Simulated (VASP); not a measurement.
Set up this calculation in VASP 6.6.1, as the native input.

```yaml
Task: density of states
Functional: PBE
Potentials_or_basis: VASP PAW PBE potentials, release 64 (Fe)
Cutoff: 520 eV
k_mesh: 17 × 17 × 17
Occupations: fermi-dirac, width 0.03 eV
Spin: collinear spin, ferromagnetic start
Starting_moments: "[3.0] μB"
Dipole_correction: no
k_mesh_for_the_DOS: 26 × 26 × 26
Occupations_for_the_DOS: tetrahedron
Further_INCAR_settings: ALGO = Normal; EDIFF = 1e-07
```

The system is Fe.

```
Fe
1.0
     0.00000    1.82778    1.82778
     1.82778    0.00000    1.82778
     1.82778    1.82778    0.00000
Fe
1
Direct
  0.00000 0.00000 0.00000
```

One way to write it, as run:

POSCAR

```
Fe
1.0
    0.0000000000      1.8277755852      1.8277755852
    1.8277755852      0.0000000000      1.8277755852
    1.8277755852      1.8277755852      0.0000000000
Fe
1
Direct
    0.0000000000      0.0000000000      0.0000000000
```

INCAR.step1

```
  PREC = Accurate
  ENCUT = 520
  EDIFF = 1E-7
  ISMEAR = -1
  SIGMA = 0.03
  LREAL = False
  LASPH = True
  NELM = 150
  ALGO = Normal
  ISIF = 2
  LWAVE = False
  LCHARG = True
  ISPIN = 2
  MAGMOM = 3
  LMAXMIX = 4
  GGA = PE
  NBANDS = 14
```

KPOINTS.step1

```
regular mesh
0
Gamma
  17 17 17
```

INCAR.step2

```
  PREC = Accurate
  ENCUT = 520
  EDIFF = 1E-7
  ISMEAR = -5
  SIGMA = 0.03
  LREAL = False
  LASPH = True
  NELM = 150
  ALGO = Normal
  ISIF = 2
  LWAVE = False
  LCHARG = False
  ISPIN = 2
  MAGMOM = 3
  LORBIT = 11
  LMAXMIX = 4
  GGA = PE
  NEDOS = 2001
  ICHARG = 11
```

KPOINTS.step2

```
regular mesh
0
Gamma
  26 26 26
```

Potentials or basis: VASP PAW PBE potentials, release 64 (Fe).

Launch:

```sh
$ cat potpaw_PBE.64/Fe/POTCAR > POTCAR
$ cp INCAR.step1 INCAR
$ cp KPOINTS.step1 KPOINTS
$ mpirun -np 1 vasp_std > vasp.out
$ cp INCAR.step2 INCAR
$ cp KPOINTS.step2 KPOINTS
$ mpirun -np 1 vasp_std > vasp.out
```

Results of the run:

```json
{"Net moment": "2.62 μB per cell", "Site moments": "Fe +2.60 μB", "Valence electrons inside the program's atomic spheres": "Fe 7.13"}
```

Wall time 2.9 min on 1 thread of Intel(R) Xeon(R) Platinum 8375C CPU @ 2.90GHz (Ice Lake), on a shared host, peak memory 0.2 GiB.
